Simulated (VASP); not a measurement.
# Pd (P6_3/mmc) in VASP: notebook

Pd is run at these levels: r2SCAN, PBEsol; tasks: single point.

Program: VASP 6.6.1. These are calculated values, not measurements. Logs are shortened: lines on timing, memory, paths and dates and some standing lists are left out, and cuts for length are marked.

### 1 The cell of the first run

Symmetry: P6_3/mmc, No. 194, hexagonal system. The conventional cell has a = 2.802 Å, b = 2.802 Å, c = 4.660 Å, α = 90.00°, β = 90.00°, γ = 120.00°. Within 3.7 Å of Pd (site symmetry -6m2) lie 12 Pd at 2.80 to 2.84 Å.

### 2 Single point, r2SCAN

Contents of POSCAR:

```
Pd
1.0
    2.8021004509      0.0000000000      0.0000000000
   -1.4010502255      2.4266901745      0.0000000000
    0.0000000000      0.0000000000      4.6595488139
Pd
2
Direct
    0.3333333333      0.6666666667      0.2500000000
    0.6666666667      0.3333333333      0.7500000000
```

Contents of INCAR.step1:

```
PREC     = Accurate       # precision mode
ENCUT    = 520            # plane-wave cutoff, eV
ISMEAR   = -1             # smearing method
SIGMA    = 0.05           # smearing width, eV
LREAL    = F              # projectors in reciprocal space
LASPH    = T              # aspherical terms in the spheres
NELM     = 100            # most SCF steps
NBANDS   = 17             # bands
GGA      = PE             # functional
ALGO     = Normal         # electronic algorithm
EDIFF    = 1E-4           # SCF threshold, eV
LWAVE    = T              # write WAVECAR
LCHARG   = F              # write CHGCAR
```

Contents of INCAR.step2:

```
PREC     = Accurate       # precision mode
ENCUT    = 520            # plane-wave cutoff, eV
EDIFF    = 1E-6           # SCF threshold, eV
ISMEAR   = -1             # smearing method
SIGMA    = 0.05           # smearing width, eV
LREAL    = F              # projectors in reciprocal space
LASPH    = T              # aspherical terms in the spheres
NELM     = 100            # most SCF steps
ALGO     = Normal         # electronic algorithm
ISIF     = 2              # what is computed and relaxed
LWAVE    = F              # write WAVECAR
LCHARG   = F              # write CHGCAR
METAGGA  = R2SCAN         # meta-GGA
LMIXTAU  = T            
NBANDS   = 17             # bands
ISTART   = 1
```

Contents of KPOINTS:

```
Automatic mesh
0
Gamma
  11 11 6
```

Potentials or basis: VASP PAW PBE potentials, release 64 (Pd).

Started as:

```
cat potpaw_PBE.64/Pd/POTCAR > POTCAR
cp INCAR.step1 INCAR
mpirun -np 1 vasp_std > vasp.out
cp INCAR.step2 INCAR
mpirun -np 1 vasp_std > vasp.out
```

OUTCAR:

```text
PREC = Accurate
   ENCUT = 520
   EDIFF = 1E-6
   ISMEAR = -1
   LREAL = F
   LASPH = T
   NELM = 100
   ISIF = 2
   METAGGA = R2SCAN
   ISTART = 1

 ion  position               nearest neighbor table
   1  0.333  0.667  0.250-   2 2.84   2 2.84   2 2.84   2 2.84   2 2.84   2 2.84
   2  0.667  0.333  0.750-   1 2.84   1 2.84   1 2.84   1 2.84   1 2.84   1 2.84

  LATTYP: Found a hexagonal cell.
 ALAT       =     2.8021004509
 C/A-ratio  =     1.6628771507

  Lattice vectors:

 A1 = (   2.8021004509,   0.0000000000,   0.0000000000)
 A2 = (  -1.4010502255,   2.4266901745,   0.0000000000)
 A3 = (   0.0000000000,   0.0000000000,   4.6595488139)

Analysis of symmetry for initial positions (statically):
=====================================================================
 Subroutine PRICEL returns:
 Original cell was already a primitive cell.

 Routine SETGRP: Setting up the symmetry group for a
 hexagonal supercell.

 Subroutine GETGRP returns: Found 24 space group operations
 (whereof 12 operations were pure point group operations)
 out of a pool of 24 trial point group operations.

The static configuration has the point symmetry D_3d.
 The point group associated with its full space group is D_6h.

Analysis of symmetry for dynamics (positions and initial velocities):
=====================================================================
 Subroutine PRICEL returns:
 Original cell was already a primitive cell.

 Routine SETGRP: Setting up the symmetry group for a
 hexagonal supercell.

 Subroutine GETGRP returns: Found 24 space group operations
 (whereof 12 operations were pure point group operations)
 out of a pool of 24 trial point group operations.

The dynamic configuration has the point symmetry D_3d.
 The point group associated with its full space group is D_6h.

 Subroutine INISYM returns: Found 24 space group operations
 (whereof 12 operations are pure point group operations),
 and found     1 'primitive' translations

----------------------------------------------------------------------------------------

                                     Primitive cell

  volume of cell :      31.6841

  direct lattice vectors                    reciprocal lattice vectors
     2.802100451  0.000000000  0.000000000     0.356875143  0.206041960  0.000000000
    -1.401050225  2.426690175  0.000000000     0.000000000  0.412083920  0.000000000
     0.000000000  0.000000000  4.659548814     0.000000000  0.000000000  0.214613054
[... 77 lines left out ...]
   ICHARG =      0    charge: 1-file 2-atom 10-const
   ISPIN  =      1    spin polarized calculation?
   LNONCOLLINEAR =      F non collinear calculations
   LSORBIT =      F    spin-orbit coupling
   LASPH  =      T    aspherical Exc in radial PAW
   ENCUT  =  520.0 eV  38.22 Ry    6.18 a.u.   5.21  5.21  8.66*2*pi/ulx,y,z
   NELM   =    100;   NELMIN=  2; NELMDL=  0     # of ELM steps
   EDIFF  = 0.1E-05   stopping-criterion for ELM
   LREAL  =      F    real-space projection
   EDIFFG = 0.1E-04   stopping-criterion for IOM
   NSW    =      0    number of steps for IOM
   IBRION =     -1    ionic relax: 0-MD 1-quasi-New 2-CG
   NFREE  =      0    steps in history (QN), initial steepest desc. (CG)
   ISIF   =      2    stress and relaxation
   ISYM   =      2    0-nonsym 1-usesym 2-fastsym
   POTIM  = 0.5000    time-step for ionic-motion
   TEBEG  =    0.0;   TEEND  =   0.0 temperature during run
   PSTRESS=    0.0 pullay stress
   NELECT =      20.0000    total number of electrons
   NUPDOWN=      -1.0000    fix difference up-down
   EMIN   =  10.00;   EMAX   =-10.00  energy-range for DOS
   EFERMI =   0.00;   METHOD = LEGACY
   ISMEAR =    -1;   SIGMA  =   0.05  broadening in eV -4-tet -1-fermi 0-gaus
   EFERMI_NEDOS =   21; number of points for ismear=-14 and -15
   IALGO  =     38    algorithm
   IMIX   =      4    mixing-type and parameters
     AMIX     =   0.40;   BMIX     =  1.00
     AMIX_MAG =   1.60;   BMIX_MAG =  1.00
  volume/ion in A,a.u.               =      15.84       106.91
  Fermi-wavevector in a.u.,A,eV,Ry     =   1.404335  2.653809 26.832840  1.972158
  Thomas-Fermi vector in A             =   2.526907
   LORBIT       =      0    0 simple, 1 ext, 2 COOP (PROOUT), +10 PAW based schemes
   METAGGA = R2SCAN    functional components
   LHFCALC =     F    Hartree Fock is set to
   AEXX    =    0.0000 exact exchange contribution
   IVDW    =     0    specifies the selected vdW correction
   LEPSILON=     F    determine dielectric tensor
   LRPA    =     F    only Hartree local field effects (RPA)
 non-spin polarized calculation
  energy-cutoff  :      520.00
  volume of cell :       31.68
 maximum number of plane-waves:       869
 NGX is ok and might be reduce to    24
   NGX = 11   NGY = 11   NGZ = 17

 number of electron      20.0000009 magnetization

 Free energy of the ion-electron system (eV)
  ---------------------------------------------------
  ext. energy  EPLUGINS =         0.00000000
  ---------------------------------------------------
  free energy    TOTEN  =       -45.78607061 eV

  energy without entropy =      -45.73964538  energy(sigma->0) =      -45.76285799

 E-fermi :   8.4837     XC(G=0): -13.5985

 val. band max:        8.4831005438   @ k =   0.3636  -0.0000   0.3333
 cond. band min:       8.4891507082   @ k =   0.3636  -0.0000   0.1667
 fundamental gap:      0.0060501644
 Fermi energy:         8.4837381643

 k-point     1 :       0.0000    0.0000    0.0000
  band No.  band energies     occupation
      1       1.8349      2.00000
      2       3.5844      2.00000
      3       5.7809      2.00000
      4       5.9476      2.00000
      5       5.9476      2.00000
      6       6.2704      2.00000
[... 457 lines left out ...]
      4       5.3898      2.00000
      5       5.8058      2.00000
      6       6.2498      2.00000
[... 9 lines left out ...]
     16      26.5231      0.00000
     17      27.8630      0.00000

 [... further k-points ...]
[... 5 lines left out ...]
  --------------------------------------------------------------------------------------
  -------------------------------------------------------------------------------------
  Total       -1.6366395     -1.6366395     -1.4627235      0.0000000      0.0000000      0.0000000
  in kB      -82.7602345    -82.7602345    -73.9657956      0.0000000      0.0000000      0.0000000
  external PRESSURE =     -79.8287549 kB  Pullay stress =       0.0000000 kB

 VOLUME and BASIS-vectors are now :
 -----------------------------------------------------------------------------
  energy-cutoff  :      520.00
  volume of cell :       31.68
      direct lattice vectors                 reciprocal lattice vectors
     2.802100451  0.000000000  0.000000000     0.356875143  0.206041960  0.000000000
    -1.401050225  2.426690175  0.000000000     0.000000000  0.412083920  0.000000000
     0.000000000  0.000000000  4.659548814     0.000000000  0.000000000  0.214613054

 POSITION                                       TOTAL-FORCE (eV/Angst)
 -----------------------------------------------------------------------------------
     -0.00000      1.61779      1.16489         0.000000     -0.000000      0.000000
      1.40105      0.80890      3.49466        -0.000000      0.000000      0.000000
 -----------------------------------------------------------------------------------
    total drift:                               -0.000000      0.000000     -0.000000

  FREE ENERGIE OF THE ION-ELECTRON SYSTEM (eV)
  ---------------------------------------------------
  free  energy   TOTEN  =       -45.7860706069 eV

  energy  without entropy=      -45.7396453772  energy(sigma->0) =      -45.76285799
```

OUTCAR.step1:

```text
PREC = Accurate
   ENCUT = 520
   ISMEAR = -1
   LREAL = F
   LASPH = T
   NELM = 100
[... 702 lines left out ...]
 -----------------------------------------------------------------------------------
     -0.00000      1.61779      1.16489        -0.000000     -0.000000      0.000000
      1.40105      0.80890      3.49466         0.000000      0.000000      0.000000
 -----------------------------------------------------------------------------------
    total drift:                               -0.000000      0.000000     -0.000000

  FREE ENERGIE OF THE ION-ELECTRON SYSTEM (eV)
  ---------------------------------------------------
  free  energy   TOTEN  =       -10.3654495808 eV

  energy  without entropy=      -10.3161536628  energy(sigma->0) =      -10.34080162
```

It took 64 s on 1 thread of Intel Xeon Platinum 8375C at 2.90GHz (Ice Lake), shared host; peak memory 0.17 GiB.

Results:

```
Free energy            : -45.7861 eV
Pressure               : -8.0 GPa
Band gap on the k mesh : zero (band 10 reaches 8.61 eV, above the bottom of band 11 at 7.80 eV)
```

Stress tensor (GPa, compression positive):
```
-8.28  0.00  0.00
 0.00 -8.28  0.00
 0.00  0.00 -7.40
```

Levels at points of the mesh, in eV from the Fermi level:
```tsv
k point	band 6	band 7	band 8	band 9	band 10	band 11	band 12	band 13	band 14	band 15
(0.00, 0.00, 0.00)	-2.21	-2.21	-1.59	-1.59	-0.26	-0.26	1.28	6.84	17.87	19.47
(0.00, 0.00, 0.50)	-2.58	-2.58	-2.58	-0.69	-0.69	-0.69	-0.69	14.19	14.19	18.32
```

Caveat: the PAW data sets were made with another functional, which shifts forces and pressure a little.

### 3 Single point, r2SCAN

This run uses another cell than the first one, of 16.15 Å³/atom, 1.020 times its volume.

Contents of POSCAR:

```
Pd
1.0
    2.8202964182      0.0000000000      0.0000000000
   -1.4101482091      2.4424483444      0.0000000000
    0.0000000000      0.0000000000      4.6898064722
Pd
2
Direct
    0.3333333333      0.6666666667      0.2500000000
    0.6666666667      0.3333333333      0.7500000000
```

Contents of INCAR.step1:

```
SYSTEM = Pd
PREC     = Accurate       ! precision mode
ENCUT    = 520            ! plane-wave cutoff, eV
ISMEAR   = -1             ! smearing method
SIGMA    = 0.05           ! smearing width, eV
LREAL    = .FALSE.        ! projectors in reciprocal space
LASPH    = .TRUE.         ! aspherical terms in the spheres
NELM     = 60             ! most SCF steps
NBANDS   = 17             ! bands
GGA      = PE             ! functional
ALGO     = Normal         ! electronic algorithm
EDIFF    = 1E-4           ! SCF threshold, eV
LWAVE    = .TRUE.         ! write WAVECAR
LCHARG   = .FALSE.        ! write CHGCAR
```

Contents of INCAR.step2:

```
SYSTEM = Pd
PREC     = Accurate       ! precision mode
ENCUT    = 520            ! plane-wave cutoff, eV
EDIFF    = 1E-6           ! SCF threshold, eV
ISMEAR   = -1             ! smearing method
SIGMA    = 0.05           ! smearing width, eV
LREAL    = .FALSE.        ! projectors in reciprocal space
LASPH    = .TRUE.         ! aspherical terms in the spheres
NELM     = 60             ! most SCF steps
ALGO     = Normal         ! electronic algorithm
ISIF     = 2              ! what is computed and relaxed
LWAVE    = .FALSE.        ! write WAVECAR
LCHARG   = .FALSE.        ! write CHGCAR
METAGGA  = R2SCAN         ! meta-GGA
LMIXTAU  = .TRUE.       
NBANDS   = 17             ! bands
ISTART   = 1
```

Contents of KPOINTS:

```
regular mesh
0
G
  11 11 6
  0 0 0
```

Potentials or basis: VASP PAW PBE potentials, release 64 (Pd).

Started as:

```
cat potpaw_PBE.64/Pd/POTCAR > POTCAR
cp INCAR.step1 INCAR
mpirun -np 1 vasp_std > vasp.out
cp INCAR.step2 INCAR
mpirun -np 1 vasp_std > vasp.out
```

Wall time 64 s (1 thread of Intel Xeon Platinum 8375C at 2.90GHz (Ice Lake), shared host); peak memory 0.17 GiB.

Results (log left out):

```yaml
Free_energy: -45.7505 eV
Pressure: -10.4 GPa
Band_gap_on_the_k_mesh: zero (band 10 reaches 8.30 eV, above the bottom of band 11 at 7.52 eV)
```

Stress tensor (GPa, compression positive):
```
-10.73   0.00   0.00
  0.00 -10.73   0.00
  0.00   0.00  -9.84
```

Levels at points of the mesh, in eV from the Fermi level:
| k point | band 6 | band 7 | band 8 | band 9 | band 10 | band 11 | band 12 | band 13 | band 14 | band 15 |
| --- | --- | --- | --- | --- | --- | --- | --- | --- | --- | --- |
| (0.00, 0.00, 0.00) | -2.15 | -2.15 | -1.54 | -1.54 | -0.25 | -0.25 | 1.33 | 6.70 | 17.83 | 19.40 |
| (0.00, 0.00, 0.50) | -2.50 | -2.50 | -2.50 | -0.67 | -0.67 | -0.67 | -0.67 | 14.02 | 14.02 | 18.26 |

Caveat: the PAW data sets were made with another functional, which shifts forces and pressure a little.

### 4 Single point, r2SCAN

This run uses another cell than the first one, of 16.46 Å³/atom, 1.039 times its volume.

Contents of POSCAR:

```
Pd
1.0
    2.8382605740      0.0000000000      0.0000000000
   -1.4191302870      2.4580057597      0.0000000000
    0.0000000000      0.0000000000      4.7196786564
Pd
2
Direct
    0.3333333333      0.6666666667      0.2500000000
    0.6666666667      0.3333333333      0.7500000000
```

Contents of INCAR.step1:

```
SYSTEM = Pd
  PREC = Accurate
  ENCUT = 520
  ISMEAR = -1
  SIGMA = 0.05
  LREAL = .FALSE.
  LASPH = .TRUE.
  NELM = 100
  NBANDS = 17
  GGA = PE
  ALGO = Normal
  EDIFF = 1E-4
  LWAVE = .TRUE.
  LCHARG = .FALSE.
```

Contents of INCAR.step2:

```
SYSTEM = Pd
  PREC = Accurate
  ENCUT = 520
  EDIFF = 1E-7
  ISMEAR = -1
  SIGMA = 0.05
  LREAL = .FALSE.
  LASPH = .TRUE.
  NELM = 100
  ALGO = Normal
  ISIF = 2
  LWAVE = .FALSE.
  LCHARG = .FALSE.
  METAGGA = R2SCAN
  LMIXTAU = .TRUE.
  NBANDS = 17
  ISTART = 1
```

KPOINTS is that of step 3.

Started as:

```
cat potpaw_PBE.64/Pd/POTCAR > POTCAR
cp INCAR.step1 INCAR
mpirun -np 1 vasp_std > vasp.out
cp INCAR.step2 INCAR
mpirun -np 1 vasp_std > vasp.out
```

It took 80 s on 1 thread of Intel Xeon Platinum 8375C at 2.90GHz (Ice Lake), shared host; peak memory 0.18 GiB.

It converged, with:

| Quantity | Value |
| --- | --- |
| Free energy | -45.7060 eV |
| Pressure | -12.6 GPa |
| Band gap on the k mesh | zero (band 10 reaches 8.02 eV, above the bottom of band 11 at 7.26 eV) |

Stress tensor (GPa, compression positive):
```
-12.87   0.00   0.00
  0.00 -12.87   0.00
  0.00   0.00 -11.96
```

Levels at points of the mesh, in eV from the Fermi level:
| k point | band 7 | band 8 | band 9 | band 10 | band 11 | band 12 | band 13 | band 14 |
| --- | --- | --- | --- | --- | --- | --- | --- | --- |
| (0.00, 0.00, 0.00) | -2.08 | -1.49 | -1.49 | -0.25 | -0.25 | 1.37 | 6.56 | 17.78 |
| (0.00, 0.00, 0.50) | -2.42 | -2.42 | -0.65 | -0.65 | -0.65 | -0.65 | 13.86 | 13.86 |

Caveat: the PAW data sets were made with another functional, which shifts forces and pressure a little.

### 5 Single point, PBEsol, non-collinear spin, zero start, spin-orbit coupling

This run uses another cell than the first one, of 15.53 Å³/atom, 0.980 times its volume.

Contents of INCAR:

```
PREC     = Accurate       # precision mode
ENCUT    = 520            # plane-wave cutoff, eV
EDIFF    = 1E-6           # SCF threshold, eV
ISMEAR   = -1             # smearing method
SIGMA    = 0.05           # smearing width, eV
LREAL    = F              # projectors in reciprocal space
LASPH    = T              # aspherical terms in the spheres
NELM     = 150            # most SCF steps
ALGO     = Normal         # electronic algorithm
ISIF     = 2              # what is computed and relaxed
LWAVE    = F              # write WAVECAR
LCHARG   = F              # write CHGCAR
MAGMOM   = 0 0 0 0 0 0    # initial moments
LORBIT   = 11             # projections on sites
LSORBIT  = T              # spin-orbit coupling
GGA_COMPAT= F            
LORBMOM  = T            
LMAXMIX  = 4              # l up to which the mixer works
GGA      = PS             # functional
NBANDS   = 32             # bands
```

Contents of KPOINTS:

```
Automatic mesh
0
Gamma
  8 8 4
```

Contents of POSCAR:

```
Pd
1.0
    2.7836650458      0.0000000000      0.0000000000
   -1.3918325229      2.4107246453      0.0000000000
    0.0000000000      0.0000000000      4.6288930000
Pd
2
Direct
    0.3333333333      0.6666666667      0.2500000000
    0.6666666667      0.3333333333      0.7500000000
```

Started as:

```
cat potpaw_PBE.64/Pd/POTCAR > POTCAR
mpirun -np 1 vasp_ncl > vasp.out
```

Wall time 39 s (1 thread of Intel Xeon Platinum 8375C at 2.90GHz (Ice Lake), shared host); peak memory 0.25 GiB.

It converged, with:

* Free energy: -11.8683 eV
* Pressure: -10.3 GPa
* Net moment: 0.00 μB per cell
* Valence electrons inside the program's atomic spheres: Pd 9.32

Stress tensor (GPa, compression positive):
```
-10.35   0.00   0.00
  0.00 -10.35   0.00
  0.00   0.00 -10.13
```

Moments on the atoms (μB; x, y, z):
```
Pd  0.00 0.00 0.00
Pd  0.00 0.00 0.00
```

Caveat: the PAW data sets were made with another functional, which shifts forces and pressure a little.

### 6 Overview

| level | spin | cell | k mesh | gap on the mesh (eV) | pressure (GPa) |
| --- | --- | --- | --- | --- | --- |
| r2SCAN | off | a = 2.802, b = 2.802, c = 4.660 Å, angles 90.0, 90.0, 120.0°, 2 atoms | 11 × 11 × 6 | none | -8.0 |
| r2SCAN | off | a = 2.820, b = 2.820, c = 4.690 Å, angles 90.0, 90.0, 120.0°, 2 atoms | 11 × 11 × 6 | none | -10.4 |
| r2SCAN | off | a = 2.838, b = 2.838, c = 4.720 Å, angles 90.0, 90.0, 120.0°, 2 atoms | 11 × 11 × 6 | none | -12.6 |
| PBEsol | non-collinear, zero start, SOC | a = 2.784, b = 2.784, c = 4.629 Å, angles 90.0, 90.0, 120.0°, 2 atoms | 8 × 8 × 4 | - | -10.3 |

Alike in all rows: task single point; potentials or basis VASP PAW PBE potentials, release 64 (Pd); cutoff (eV) 520; smearing fermi-dirac 0.05 eV.

Caveats: the PAW data sets were made with another functional, which shifts forces and pressure a little.

Absolute energies hang on the potentials; compare differences alone.
